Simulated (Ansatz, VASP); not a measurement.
**AlGa2: VASP beside Ansatz**

File INCAR:

```
PREC     = Accurate       # precision mode
ENCUT    = 600            # plane-wave cutoff, eV
EDIFF    = 1E-6           # SCF threshold, eV
ISMEAR   = 0              # smearing method
SIGMA    = 0.1            # smearing width, eV
LREAL    = False          # projectors in reciprocal space
LASPH    = True           # aspherical terms in the spheres
NELM     = 80             # most SCF steps
ALGO     = Normal         # electronic algorithm
ISIF     = 3              # what is computed and relaxed
LWAVE    = False          # write WAVECAR
LCHARG   = False          # write CHGCAR
GGA      = PE             # functional
IBRION   = 2              # ionic algorithm
NSW      = 90             # ionic steps
EDIFFG   = -0.04          # ionic threshold
```

Contents of KPOINTS:

```
regular mesh
0
Gamma
  6 6 6
```

POSCAR

```
AlGa2
1.0
    0.0000000000      2.9465675600      2.9465675600
    2.9465675600      0.0000000000      2.9465675600
    2.9465675600      2.9465675600      0.0000000000
Al Ga
1 2
Direct
    0.0000000000      0.0000000000      0.0000000000
    0.2500000000      0.2500000000      0.2500000000
    0.7500000000      0.7500000000      0.7500000000
```

Input for Ansatz:

```yaml
crystal:
  lattice:
    - [0.0, 2.94656756, 2.94656756]
    - [2.94656756, 0.0, 2.94656756]
    - [2.94656756, 2.94656756, 0.0]
  atoms:
    - { symbol: Al, position: [0.0, 0.0, 0.0] }
    - { symbol: Ga, position: [0.25, 0.25, 0.25] }
    - { symbol: Ga, position: [0.75, 0.75, 0.75] }
basis:
  ecutwfc: 420
kpoints:
  mp_grid: { grid: [6, 6, 6] }
hamiltonian:
  xc: pbe
scf:
  occupations: { method: gaussian, width: 0.1 }
  lower_state_search: "off"
output:
  forces: true
  stress: true
  eigenvalues: true
relax:
  adjacent_minimum: "off"
  f_tol: 0.04
  max_steps: 70
  cell: { stress_tol: 0.4 }
```

Change from the starting cell: species swapped into the Ga2Pt type (Fm-3m, No. 225).

Alike in both runs: task relaxation of cell and atoms; functional PBE; k mesh 6 × 6 × 6; occupations gaussian, width 0.1 eV; no spin polarisation.

|  | VASP | Ansatz |
| --- | --- | --- |
| version | VASP 6.6.1 | Ansatz 0.2.0 |
| potentials or method | VASP PAW PBE potentials, release 64 (Al, Ga_d), cutoff 600 eV | scalar-relativistic, plane waves, PAW |
| valence electrons in the cell | 29 | 29 |

```csv
,VASP,Ansatz,Ansatz less VASP
"gap on the k mesh at the Fermi level, each at its own relaxed structure (eV)",none,none,-
relaxed volume (Å³/atom),20.23,20.17,-0.055
relaxed cell length with the largest relative difference (Å),4.411,4.407,-0.0040
```

A gap of «none» marks a metal or a gap that the smearing closes.

Noted on VASP's run: the volume moved by over 15 % at a fixed basis, so the end points are rough.
